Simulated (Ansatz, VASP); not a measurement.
## Cu in VASP and in Ansatz

```
Cu
1.0
     2.48893    0.00000    0.00000
    -1.24447    2.15548    0.00000
     0.00000    0.00000    2.42532
Cu
1
Direct
  0.00000 0.00000 0.00000
```

Alike in both runs: functional PBE; k mesh 21 × 21 × 18; occupations gaussian, width 0.1 eV; no spin polarisation.

Ansatz relaxed the structure, and its values are those at the end. VASP's run is a single point on that final structure, the one shown.

|  | VASP | Ansatz |
| --- | --- | --- |
| version | VASP 6.6.1 | Ansatz 0.2.0 |
| potentials or method | VASP PAW PBE potentials, release 64 (Cu), cutoff 520 eV | scalar-relativistic, plane waves, PAW |
| valence electrons in the cell | 11 | 19 |

|  | VASP | Ansatz | Ansatz less VASP |
| --- | --- | --- | --- |
| gap on the k mesh at the Fermi level (eV) | none | none | - |
| pressure (GPa) | 0.7 | 0.0 | -0.65 |

A gap of «none» marks a metal or a gap that the smearing closes. VASP's potentials hold 11 valence electrons a cell and Ansatz's 19, so a difference there can come from the potentials and not from the codes.
